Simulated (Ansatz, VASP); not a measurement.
# One calculation of Ge, two programs

INCAR

```
SYSTEM = Ge
PREC = Accurate ; ENCUT = 520
EDIFF = 1E-7 ; ISMEAR = -1
SIGMA = 0.1 ; LREAL = .False.
LASPH = .True. ; NELM = 60
ALGO = Normal ; ISIF = 2
LWAVE = .False. ; LCHARG = .True.
GGA = B5 ; ALDAX = 1.0
AGGAX = 1.0 ; AGGAC = 1.0
ALDAC = 0.0 ; LELF = .True.
LVHAR = .True. ; NBANDS = 13
```

File KPOINTS:

```
Automatic mesh
0
Gamma
  18 18 18
  0 0 0
```

Contents of POSCAR:

```
Ge
1.0
    2.6807429755      0.0000000000      0.0000000000
    0.0000000000      2.6807429755      0.0000000000
    0.0000000000      0.0000000000      2.6807429755
Ge
1
Direct
    0.0000000000      0.0000000000      0.0000000000
```

Input for Ansatz:

```yaml
crystal:
  lattice:
    - [2.6807429755, 0.0, 0.0]
    - [0.0, 2.6807429755, 0.0]
    - [0.0, 0.0, 2.6807429755]
  atoms:
    - { symbol: Ge, position: [0.0, 0.0, 0.0] }
hamiltonian:
  xc: blyp
  pseudopotentials:
    kind: paw
    azcp:
      Ge: "pseudopotentials/Ge.paw.azcp"
basis:
  ecutwfc: 420
  fft_grid_basis: typed
kpoints:
  mp_grid: { grid: [18, 18, 18], shift: [0, 0, 0] }
magnetization:
  spin_polarized: false
scf:
  occupations: { method: fermi_dirac, width: 0.1 }
output:
  stress: true
  write_density: true
  write_potential: true
  elf: true
  volumetric_format: npy
```

Alike in both runs: task single point; functional BLYP; k mesh 18 × 18 × 18; occupations fermi-dirac, width 0.1 eV; no spin polarisation.

|  | VASP | Ansatz |
| --- | --- | --- |
| version | VASP 6.6.1 | Ansatz 0.2.0 |
| potentials or method | VASP PAW PBE potentials, release 64 (Ge_d), cutoff 520 eV | plane waves (420 eV) with PAW, scalar-relativistic |
| valence electrons in the cell | 14 | 14 |

```csv
,VASP,Ansatz,Ansatz less VASP
pressure (GPa),8.4,8.2,-0.13
```

VASP's potentials were made for PBE, not for BLYP.
